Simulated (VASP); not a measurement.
Set up this calculation in VASP 6.6.1, as the native input.

```yaml
Task: single point
Functional: r2SCAN
Potentials_or_basis: VASP PAW PBE potentials, release 64 (Hf_pv)
Cutoff: 520 eV
k_mesh: 18 × 18 × 18
Occupations: gaussian, width 0.15 eV
Spin: no spin polarisation
Dipole_correction: no
Further_INCAR_settings: ALGO = Normal; EDIFF = 1e-06; NBANDS = 11
```

The system is Hf.

```
CELL_PARAMETERS angstrom
0.00000 2.04240 2.30880
2.04240 0.00000 2.30880
2.04240 2.04240 0.00000
ATOMIC_POSITIONS crystal
Hf 0.00000 0.00000 0.00000
```

This cell differs from its parent crystal: strain -0.080 along x and y, +0.040 along z.

These files were run (other wordings do the same):

POSCAR

```
Hf
1.0
    0.0000000000      2.0424000000      2.3088000000
    2.0424000000      0.0000000000      2.3088000000
    2.0424000000      2.0424000000      0.0000000000
Hf
1
Direct
    0.0000000000      0.0000000000      0.0000000000
```

INCAR.step1

```
PREC = Accurate ; ENCUT = 520
ISMEAR = 0 ; SIGMA = 0.15
LREAL = F ; LASPH = T
NELM = 80 ; NBANDS = 11
GGA = PE ; ALGO = Normal
EDIFF = 1E-4 ; LWAVE = T
LCHARG = F
```

INCAR.step2

```
PREC = Accurate ; ENCUT = 520
EDIFF = 1E-6 ; ISMEAR = 0
SIGMA = 0.15 ; LREAL = F
LASPH = T ; NELM = 80
ALGO = Normal ; ISIF = 2
LWAVE = F ; LCHARG = T
METAGGA = R2SCAN ; LMIXTAU = T
LELF = T ; LVHAR = T
NBANDS = 11 ; ISTART = 1
```

KPOINTS

```
Automatic mesh
0
Gamma
  18 18 18
```

Potentials or basis: VASP PAW PBE potentials, release 64 (Hf_pv).

Command:

```console
$ cat potpaw_PBE.64/Hf_pv/POTCAR > POTCAR
$ cp INCAR.step1 INCAR
$ mpirun -np 1 vasp_std > vasp.out
$ cp INCAR.step2 INCAR
$ mpirun -np 1 vasp_std > vasp.out
```

Results of the run:

The pressure is 19.2 GPa and the band gap on the k mesh is zero (bands 5 and 6 overlap by 2.09 eV).

Caveat: the cell differs from its parent crystal (strain -0.080 along x and y, +0.040 along z); the stress differs along the axes, from 15 to 21 GPa; the PAW data sets were made with another functional, which shifts forces and pressure a little; spin-orbit coupling is left out, which moves the levels of the heavy elements.

It took 3.2 min on 1 thread of AMD EPYC 9R45 96-Core Processor (Zen 5), with other jobs on the host, peak memory 0.2 GiB.
